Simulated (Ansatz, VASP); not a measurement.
## Two plane-wave programs on C

File INCAR:

```
SYSTEM = C
ALGO     = Normal         ! electronic algorithm
EDIFF    = 1E-7           ! SCF threshold, eV
ENCUT    = 520            ! plane-wave cutoff, eV
GGA      = PE             ! functional
ISIF     = 2              ! what is computed and relaxed
ISMEAR   = 0              ! smearing method
IVDW     = 12             ! dispersion correction
LASPH    = .TRUE.         ! aspherical terms in the spheres
LCHARG   = .FALSE.        ! write CHGCAR
LREAL    = .FALSE.        ! projectors in reciprocal space
LWAVE    = .FALSE.        ! write WAVECAR
NBANDS   = 11             ! bands
NELM     = 80             ! most SCF steps
PREC     = Accurate       ! precision mode
SIGMA    = 0.15           ! smearing width, eV
```

File KPOINTS:

```
k-points
0
G
  21 21 12
  0 0 0
```

Contents of POSCAR:

```
C
1.0
    2.4851167323      0.0000000000      0.0000000000
   -1.2425583661      2.1521742215      0.0000000000
    0.0000000000      0.0000000000      3.6016171223
C
2
Direct
    0.3192782444      0.6385564889      0.0000000000
    0.6807217556      0.3614435111      0.0000000000
```

Input for Ansatz:

```yaml
crystal:
  lattice:
    - [2.4851167323, 0.0, 0.0]
    - [-1.2425583661, 2.1521742215, 0.0]
    - [0.0, 0.0, 3.6016171223]
  atoms:
    - { symbol: C, position: [0.3192782444, 0.6385564889, 0.0] }
    - { symbol: C, position: [0.6807217556, 0.3614435111, 0.0] }
basis:
  ecutwfc: 520.0
kpoints:
  mp_grid: { grid: [21, 21, 12] }
hamiltonian:
  xc: pbe
  pseudopotentials: { kind: paw, azcp: { folder: soft_1 } }
  dispersion: d3bj
scf:
  occupations: { method: gaussian, width: 0.15 }
output:
  forces: true
  stress: true
  eigenvalues: true
```

Change from the starting cell: mode 6 frozen in at -0.060 Å, equal normal strain along x, y and z +0.0083.

Alike in both runs: task single point; functional PBE; dispersion D3(BJ); k mesh 21 × 21 × 12; occupations gaussian, width 0.15 eV; no spin polarisation.

|  | VASP | Ansatz |
| --- | --- | --- |
| version | VASP 6.6.1 | Ansatz 0.2.0 |
| potentials or method | VASP PAW PBE potentials, release 64 (C), cutoff 520 eV | scalar-relativistic, plane waves, PAW |
| valence electrons in the cell | 8 | 8 |

```tsv
	VASP	Ansatz	Ansatz less VASP
gap on the k mesh at the Fermi level (eV)	none	none	-
pressure (GPa)	-1.1	-1.4	-0.31
traceless stress, the component that is largest in VASP (GPa)	-9.03	-9.01	+0.024
rms of the force components (eV/Å)	3.014	3.008	-0.0067
```

Atom by atom the forces differ by 0.007 eV/Å (rms over components). A gap of «none» marks a metal or a gap that the smearing closes.
